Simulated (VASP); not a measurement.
**Te: single point with PBEsol**

Crystal: Te.

```
Te
1.0
     3.31792    0.00000    0.00000
    -1.65896    2.87340    0.00000
     0.00000    0.00000    4.70193
Te
2
Direct
  0.33333 0.66667 0.25000
  0.66667 0.33333 0.75000
```

```yaml
Program: VASP 6.6.1
Task: single point
Functional: PBEsol
Potentials_or_basis: VASP PAW PBE potentials, release 64 (Te)
Cutoff: 520 eV
k_mesh: 14 × 14 × 8
Occupations: fermi-dirac, width 0.08 eV
Spin: no spin polarisation
```

The pressure is 19.6 GPa and the band gap on the k mesh is zero (band 6 reaches 14.56 eV, above the bottom of band 7 at 9.14 eV).

Stress tensor (GPa, compression positive):
```
19.55  0.00  0.00
 0.00 19.55  0.00
 0.00  0.00 19.64
```

Levels at points of the mesh, in eV from the Fermi level:
```csv
k point,band 4,band 5,band 6,band 7,band 8,band 9
"(0.00, 0.00, 0.00)",0.66,0.66,3.15,3.15,5.32,5.89
"(0.50, 0.00, 0.00)",-4.25,-3.66,-2.39,-1.66,2.68,2.72
"(0.00, 0.00, 0.50)",-0.57,1.91,1.91,1.91,1.91,6.90
"(0.50, 0.00, 0.50)",-7.53,-0.59,-0.59,1.18,1.18,5.37
```

Run time: 24 s on 1 thread of Intel(R) Xeon(R) 6975P-C (Granite Rapids), with other jobs on the host, peak memory 0.2 GiB.

Caveat: the PAW data sets were made with another functional, which shifts forces and pressure a little; spin-orbit coupling is left out, which moves the levels of the heavy elements.
